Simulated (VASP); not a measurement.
# SnO (P4/nmm) in VASP: further runs

SnO is run at these levels: r2SCAN; tasks: single point.

Program: VASP 6.6.1. These are calculated values, not measurements. Logs are shortened: lines on timing, memory, paths and dates and some standing lists are left out, and cuts for length are marked.

## 1. The cell of the first run

The structure is tetragonal, space group P4/nmm (No. 129). Conventional cell: a = 3.755 Å, b = 3.755 Å, c = 4.782 Å, α = 90.00°, β = 90.00°, γ = 90.00°. Within 2.9 Å of Sn (site symmetry 4mm) lie 4 O at 2.21 Å. O (site symmetry -4m2) has 4 Sn at 2.21 Å and 4 O at 2.65 Å within 2.9 Å.

## 2. Single point, r2SCAN (epitaxial xy strain -1.0%)

Contents of POSCAR:

```
SnO
1.0
    3.7546621811      0.0000000000      0.0000000000
    0.0000000000      3.7546621811      0.0000000000
    0.0000000000      0.0000000000      4.7821791640
Sn O
2 2
Direct
    0.0000000000      0.5000000000      0.2425790113
    0.5000000000      0.0000000000      0.7574209887
    0.5000000000      0.5000000000      0.0000000000
    0.0000000000      0.0000000000      0.0000000000
```

Contents of INCAR.step1:

```
SYSTEM = SnO
PREC = Accurate
ENCUT = 520
ISMEAR = -1
SIGMA = 0.02
LREAL = .FALSE.
LASPH = .TRUE.
NELM = 80
NBANDS = 28
GGA = PE
ALGO = Normal
EDIFF = 1E-4
LWAVE = .TRUE.
LCHARG = .FALSE.
```

Contents of INCAR.step2:

```
SYSTEM = SnO
PREC = Accurate
ENCUT = 520
EDIFF = 1E-6
ISMEAR = -1
SIGMA = 0.02
LREAL = .FALSE.
LASPH = .TRUE.
NELM = 80
ALGO = Normal
ISIF = 2
LWAVE = .FALSE.
LCHARG = .FALSE.
METAGGA = R2SCAN
LMIXTAU = .TRUE.
NBANDS = 28
ISTART = 1
```

Contents of KPOINTS:

```
regular mesh
0
G
  6 6 6
  0 0 0
```

Potentials or basis: VASP PAW PBE potentials, release 64 (Sn_d, O).

Run with:

```console
$ cat potpaw_PBE.64/Sn_d/POTCAR potpaw_PBE.64/O/POTCAR > POTCAR
$ cp INCAR.step1 INCAR
$ mpirun -np 1 vasp_std > vasp.out
$ cp INCAR.step2 INCAR
$ mpirun -np 1 vasp_std > vasp.out
```

OUTCAR:

```text
SYSTEM = SnO
   PREC = Accurate
   ENCUT = 520
   EDIFF = 1E-6
   ISMEAR = -1
   LREAL = .FALSE.
   LASPH = .TRUE.
   NELM = 80
   ISIF = 2
   METAGGA = R2SCAN
   ISTART = 1

 ion  position               nearest neighbor table
   1  0.000  0.500  0.243-   3 2.21   4 2.21   4 2.21   3 2.21   2 3.53   2 3.53   2 3.53   2 3.53
                             2 3.62   2 3.62   2 3.62   2 3.62
   2  0.500  0.000  0.757-   3 2.21   4 2.21   3 2.21   4 2.21   1 3.53   1 3.53   1 3.53   1 3.53
                             1 3.62   1 3.62   1 3.62   1 3.62
   3  0.500  0.500  0.000-   1 2.21   2 2.21   2 2.21   1 2.21
   4  0.000  0.000  0.000-   1 2.21   2 2.21   1 2.21   2 2.21

  LATTYP: Found a simple tetragonal cell.
 ALAT       =     3.7546621811
 C/A-ratio  =     1.2736642961

  Lattice vectors:

 A1 = (   3.7546621811,   0.0000000000,   0.0000000000)
 A2 = (   0.0000000000,   3.7546621811,   0.0000000000)
 A3 = (   0.0000000000,   0.0000000000,   4.7821791640)

Analysis of symmetry for initial positions (statically):
=====================================================================
 Subroutine PRICEL returns:
 Original cell was already a primitive cell.

 Routine SETGRP: Setting up the symmetry group for a
 simple tetragonal supercell.

 Subroutine GETGRP returns: Found 16 space group operations
 (whereof  8 operations were pure point group operations)
 out of a pool of 16 trial point group operations.

The static configuration has the point symmetry D_2d.
 The point group associated with its full space group is D_4h.

Analysis of symmetry for dynamics (positions and initial velocities):
=====================================================================
 Subroutine PRICEL returns:
 Original cell was already a primitive cell.

 Routine SETGRP: Setting up the symmetry group for a
 simple tetragonal supercell.

 Subroutine GETGRP returns: Found 16 space group operations
 (whereof  8 operations were pure point group operations)
 out of a pool of 16 trial point group operations.

The dynamic configuration has the point symmetry D_2d.
 The point group associated with its full space group is D_4h.

 Subroutine INISYM returns: Found 16 space group operations
 (whereof  8 operations are pure point group operations),
 and found     1 'primitive' translations

----------------------------------------------------------------------------------------

                                     Primitive cell

  volume of cell :      67.4167

  direct lattice vectors                    reciprocal lattice vectors
     3.754662181  0.000000000  0.000000000     0.266335545  0.000000000  0.000000000
     0.000000000  3.754662181  0.000000000     0.000000000  0.266335545  0.000000000
     0.000000000  0.000000000  4.782179164     0.000000000  0.000000000  0.209109689

  length of vectors
     3.754662181  3.754662181  4.782179164     0.266335545  0.266335545  0.209109689

  position of ions in fractional coordinates (direct lattice)
     0.000000000  0.500000000  0.242579011
     0.500000000  0.000000000  0.757420989
     0.500000000  0.500000000  0.000000000
     0.000000000  0.000000000  0.000000000

  ion indices of the primitive-cell ions
   primitive index   ion index
                 1           1
                 2           2
                 3           3
                 4           4

----------------------------------------------------------------------------------------

 KPOINTS: regular mesh

Automatic generation of k-mesh.
 Grid dimensions read from file:
 generate k-points for:    6    6    6

 Generating k-lattice:

  Cartesian coordinates                     Fractional coordinates (reciprocal lattice)
     0.044389258  0.000000000  0.000000000     0.166666667  0.000000000  0.000000000
     0.000000000  0.044389258  0.000000000     0.000000000  0.166666667  0.000000000
     0.000000000  0.000000000  0.034851615     0.000000000  0.000000000  0.166666667

  Length of vectors
     0.044389258  0.044389258  0.034851615

  Shift w.r.t. Gamma in fractional coordinates (k-lattice)
     0.000000000  0.000000000  0.000000000

 Subroutine IBZKPT returns following result:
 ===========================================

 Found     40 irreducible k-points:

 Following reciprocal coordinates:
            Coordinates               Weight
  0.000000  0.000000  0.000000      1.000000
  0.166667  0.000000  0.000000      4.000000
  0.333333  0.000000  0.000000      4.000000
  0.500000  0.000000  0.000000      2.000000
  0.166667  0.166667  0.000000      4.000000
  0.333333  0.166667  0.000000      8.000000
[... 16 lines left out ...]
  0.333333  0.000000  0.333333      8.000000
  0.500000  0.000000  0.333333      4.000000
 [... further k-points ...]
   k-points           NKPTS =     40   k-points in BZ     NKDIM =     40   number of bands    NBANDS=     28
   number of dos      NEDOS =    301   number of ions     NIONS =      4
   total plane-waves  NPLWV =  28224
   dimension x,y,z NGX =    28 NGY =   28 NGZ =   36
   dimension x,y,z NGXF=    56 NGYF=   56 NGZF=   72
   ions per type =               2   2
   NGX,Y,Z   is equivalent  to a cutoff of  12.40, 12.40, 12.51 a.u.
   NGXF,Y,Z  is equivalent  to a cutoff of  24.80, 24.80, 25.03 a.u.
 SYSTEM =  SnO
   PREC   = accura    normal or accurate (medium, high low for compatibility)
   ISTART =      1    job   : 0-new  1-cont  2-samecut
   ICHARG =      0    charge: 1-file 2-atom 10-const
   ISPIN  =      1    spin polarized calculation?
   LNONCOLLINEAR =      F non collinear calculations
   LSORBIT =      F    spin-orbit coupling
   LASPH  =      T    aspherical Exc in radial PAW
   ENCUT  =  520.0 eV  38.22 Ry    6.18 a.u.   6.98  6.98  8.89*2*pi/ulx,y,z
   NELM   =     80;   NELMIN=  2; NELMDL=  0     # of ELM steps
   EDIFF  = 0.1E-05   stopping-criterion for ELM
   LREAL  =      F    real-space projection
   EDIFFG = 0.1E-04   stopping-criterion for IOM
   NSW    =      0    number of steps for IOM
   IBRION =     -1    ionic relax: 0-MD 1-quasi-New 2-CG
   NFREE  =      0    steps in history (QN), initial steepest desc. (CG)
   ISIF   =      2    stress and relaxation
   ISYM   =      2    0-nonsym 1-usesym 2-fastsym
   POTIM  = 0.5000    time-step for ionic-motion
   TEBEG  =    0.0;   TEEND  =   0.0 temperature during run
   PSTRESS=    0.0 pullay stress
   NELECT =      40.0000    total number of electrons
   NUPDOWN=      -1.0000    fix difference up-down
   EMIN   =  10.00;   EMAX   =-10.00  energy-range for DOS
   EFERMI =   0.00;   METHOD = LEGACY
   ISMEAR =    -1;   SIGMA  =   0.02  broadening in eV -4-tet -1-fermi 0-gaus
   EFERMI_NEDOS =   21; number of points for ismear=-14 and -15
   IALGO  =     38    algorithm
   IMIX   =      4    mixing-type and parameters
     AMIX     =   0.40;   BMIX     =  1.00
     AMIX_MAG =   1.60;   BMIX_MAG =  1.00
  volume/ion in A,a.u.               =      16.85       113.74
  Fermi-wavevector in a.u.,A,eV,Ry     =   1.375643  2.599588 25.747566  1.892393
  Thomas-Fermi vector in A             =   2.500960
   LORBIT       =      0    0 simple, 1 ext, 2 COOP (PROOUT), +10 PAW based schemes
   METAGGA = R2SCAN    functional components
   LHFCALC =     F    Hartree Fock is set to
   AEXX    =    0.0000 exact exchange contribution
   IVDW    =     0    specifies the selected vdW correction
   LEPSILON=     F    determine dielectric tensor
   LRPA    =     F    only Hartree local field effects (RPA)
 non-spin polarized calculation
  energy-cutoff  :      520.00
  volume of cell :       67.42
 maximum number of plane-waves:      1852
 NGX is ok and might be reduce to    28
   NGX = 13   NGY = 13   NGZ = 17

 number of electron      39.9999998 magnetization

 Free energy of the ion-electron system (eV)
  ---------------------------------------------------
  ext. energy  EPLUGINS =         0.00000000
  ---------------------------------------------------
  free energy    TOTEN  =       -66.86970817 eV

  energy without entropy =      -66.86927083  energy(sigma->0) =      -66.86948950

 E-fermi :   7.6633     XC(G=0): -11.1697

 val. band max:        7.6513152978   @ k =   0.5000   0.5000   0.0000
 cond. band min:       7.8281873834   @ k =   0.0000   0.0000   0.0000
 fundamental gap:      0.1768720856
 Fermi energy:         7.6632762925

 k-point     1 :       0.0000    0.0000    0.0000
  band No.  band energies     occupation
      1     -15.4179      2.00000
      2     -14.8168      2.00000
      3     -14.8035      2.00000
      4     -14.8035      2.00000
      5     -14.7467      2.00000
      6     -14.7263      2.00000
[... 20 lines left out ...]
     27      14.6609      0.00000
     28      15.2628      0.00000

 k-point     2 :       0.1667    0.0000    0.0000
  band No.  band energies     occupation
      1     -15.4033      2.00000
      2     -14.9095      2.00000
      3     -14.7992      2.00000
      4     -14.7945      2.00000
      5     -14.7940      2.00000
      6     -14.7486      2.00000
[... 20 lines left out ...]
     27      15.0055      0.00000
     28      17.2439      0.00000

 k-point     3 :       0.3333    0.0000    0.0000
  band No.  band energies     occupation
      1     -15.3626      2.00000
      2     -15.1373      2.00000
      3     -14.7850      2.00000
      4     -14.7724      2.00000
      5     -14.7708      2.00000
      6     -14.7514      2.00000
[... 20 lines left out ...]
     27      15.5370      0.00000
     28      18.3713      0.00000

 k-point     4 :       0.5000    0.0000    0.0000
  band No.  band energies     occupation
      1     -15.2840      2.00000
      2     -15.2840      2.00000
      3     -14.7693      2.00000
      4     -14.7693      2.00000
      5     -14.7546      2.00000
      6     -14.7546      2.00000
[... 578 lines left out ...]
     27      16.0635      0.00000
     28      17.3808      0.00000

 k-point    23 :       0.3333    0.0000    0.3333
  band No.  band energies     occupation
      1     -15.3639      2.00000
      2     -15.1646      2.00000
      3     -14.7939      2.00000
      4     -14.7739      2.00000
      5     -14.7685      2.00000
      6     -14.7643      2.00000
[... 20 lines left out ...]
     27      16.5965      0.00000
     28      18.4858      0.00000

 k-point    24 :       0.5000    0.0000    0.3333
  band No.  band energies     occupation
      1     -15.3001      2.00000
      2     -15.3001      2.00000
      3     -14.7899      2.00000
      4     -14.7899      2.00000
      5     -14.7611      2.00000
      6     -14.7611      2.00000
[... 20 lines left out ...]
     27      17.3527      0.00000
     28      17.3527      0.00000

 [... further k-points ...]

------------------------ aborting loop because EDIFF is reached ----------------------------------------

  FORCE on cell =-STRESS in cart. coord.  units (eV):
  Direction    XX          YY          ZZ          XY          YZ          ZX
  --------------------------------------------------------------------------------------
  -------------------------------------------------------------------------------------
  Total        1.6134983      1.6134983      0.7823293      0.0000000      0.0000000      0.0000000
  in kB       38.3452441     38.3452441     18.5922785      0.0000000      0.0000000      0.0000000
  external PRESSURE =      31.7609223 kB  Pullay stress =       0.0000000 kB

 VOLUME and BASIS-vectors are now :
 -----------------------------------------------------------------------------
  energy-cutoff  :      520.00
  volume of cell :       67.42
      direct lattice vectors                 reciprocal lattice vectors
     3.754662181  0.000000000  0.000000000     0.266335545  0.000000000  0.000000000
     0.000000000  3.754662181  0.000000000     0.000000000  0.266335545  0.000000000
     0.000000000  0.000000000  4.782179164     0.000000000  0.000000000  0.209109689

 POSITION                                       TOTAL-FORCE (eV/Angst)
 -----------------------------------------------------------------------------------
      0.00000      1.87733      1.16006         0.000000      0.000000      0.124758
      1.87733      0.00000      3.62212         0.000000      0.000000     -0.124758
      1.87733      1.87733      0.00000         0.000000      0.000000      0.000000
      0.00000      0.00000      0.00000         0.000000     -0.000000      0.000000
 -----------------------------------------------------------------------------------
    total drift:                                0.000000      0.000000      0.000000

  FREE ENERGIE OF THE ION-ELECTRON SYSTEM (eV)
  ---------------------------------------------------
  free  energy   TOTEN  =       -66.8697081659 eV

  energy  without entropy=      -66.8692708262  energy(sigma->0) =      -66.86948950
```

It took 2 min on 1 thread of AMD EPYC 9R45 (Zen 5), shared host; peak memory 0.18 GiB.

Results:

```
Free energy            : -66.8697 eV
Pressure               : 3.2 GPa
Largest force          : 0.125 eV/Å
Band gap on the k mesh : zero (bands 20 and 21 overlap by 0.18 eV)
```

Forces in eV/Å, atoms in the order of the input:
```
Sn   0.000  0.000  0.125
Sn   0.000  0.000 -0.125
O    0.000  0.000  0.000
O    0.000  0.000  0.000
```

Caveat: the cell differs from its parent crystal (epitaxial xy strain -1.0%); the cell stands under pressure; semilocal functionals underestimate gaps, and a narrow one can read as zero; the PAW data sets were made with another functional, which shifts forces and pressure a little; spin-orbit coupling is left out, which moves the levels of the heavy elements.

(Part 1 of 2 ends here.)

The gap in the log of VASP goes by the Fermi energy; the results here count the filled bands.